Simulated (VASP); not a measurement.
A run of VASP 6.6.1 is set up as follows.

INCAR

```
  PREC = Accurate
  ENCUT = 520
  EDIFF = 1E-7
  ISMEAR = -1
  SIGMA = 0.05
  LREAL = F
  LASPH = T
  NELM = 100
  ALGO = Normal
  ISIF = 2
  LWAVE = F
  LCHARG = F
  GGA = PE
  NBANDS = 16
```

File KPOINTS:

```
Automatic mesh
0
Gamma
  12 12 7
```

The input POSCAR:

```
Ir
1.0
    2.7513778946      0.0000000000      0.0000000000
   -1.3756889473      2.3827631521      0.0000000000
    0.0000000000      0.0000000000      4.4622900000
Ir
2
Direct
    0.3333333333      0.6666666667      0.2500000000
    0.6666666667      0.3333333333      0.7500000000
```

Potentials or basis: VASP PAW PBE potentials, release 64 (Ir).

Launch:

```console
$ cat potpaw_PBE.64/Ir/POTCAR > POTCAR
$ mpirun -np 1 vasp_std > vasp.out
```

(1) Predict the pressure.

(2) Predict the band gap on the k mesh.

Results:

(1) -1.1 GPa.

(2) zero (band 9 reaches 10.86 eV, above the bottom of band 10 at 7.70 eV).

Caveat: spin-orbit coupling is left out, which moves the levels of the heavy elements.
